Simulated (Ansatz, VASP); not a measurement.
# One calculation of Si8O17, two programs

```xyz
25
Lattice="-4.9501 -4.9501 0.0000 4.9501 -4.9501 0.0000 0.0000 0.0000 6.8760" Properties=species:S:1:pos:R:3 pbc="T T T"
Si    1.4929   -3.5021    0.0149
Si    0.9954   -0.9513    1.6103
Si   -1.5581   -6.4529    3.4655
Si    3.9574   -3.9669    5.1425
Si   -3.5215   -3.3659   -0.0192
Si    1.0307   -5.8866    1.7799
Si   -1.4149   -1.5241    3.4387
Si   -1.0019   -4.0142    5.2073
O     1.1995   -4.3443    1.3559
O    -3.0209   -6.1922    2.8867
O    -1.2947   -5.5212    4.7380
O     3.0156   -3.7368    6.4305
O    -1.4425   -7.9913    3.9056
O    -0.4735   -6.1274    2.3142
O     1.2300   -1.9471    0.3538
O     0.5281   -3.9256    5.6805
O    -3.9797   -4.3513    1.1634
O     1.9993   -6.2433    3.0046
O     3.8881   -5.5020    4.6755
O    -1.9710   -3.5862    6.4337
O    -1.2522   -3.0422    3.9513
O    -0.5017   -1.2613    2.1510
O     1.3064   -6.7994    0.4891
O     0.5246   -8.5506    5.5474
O    -1.6505   -5.6377    0.5419
```

Alike in both runs: functional LDA; k mesh 1 × 1 × 1; occupations fermi-dirac, width 0.02 eV; collinear spin.

Ansatz relaxed the structure, and its values are those at the end. VASP's run is a single point on that final structure, the one shown.

|  | VASP | Ansatz |
| --- | --- | --- |
| version | VASP 6.6.1 | Ansatz 0.2.0 |
| potentials or method | VASP PAW LDA potentials, release 64 (Si, O), cutoff 520 eV | scalar-relativistic, plane waves, PAW |
| valence electrons in the cell | 134 | 134 |

Ansatz gave:

| Item | Value |
| --- | --- |
| rms of the force components (eV/Å) | 0.033 |
| net moment per atom (μB) | 0.08 |
| size of the moment on the site where the two differ most (μB) | 1.52 |

Problem. Estimate VASP's values.

Solution. rms of the force components (eV/Å): 0.034; net moment per atom (μB): 0.08; size of the moment on the site where the two differ most (μB): 1.35.

Ansatz warns that its potentials were made for another functional, while VASP's fit it. LDA's correlation is that of Perdew and Zunger in VASP and of Perdew and Wang (1992) in Ansatz. Site moments also hang on the region over which each program counts them.
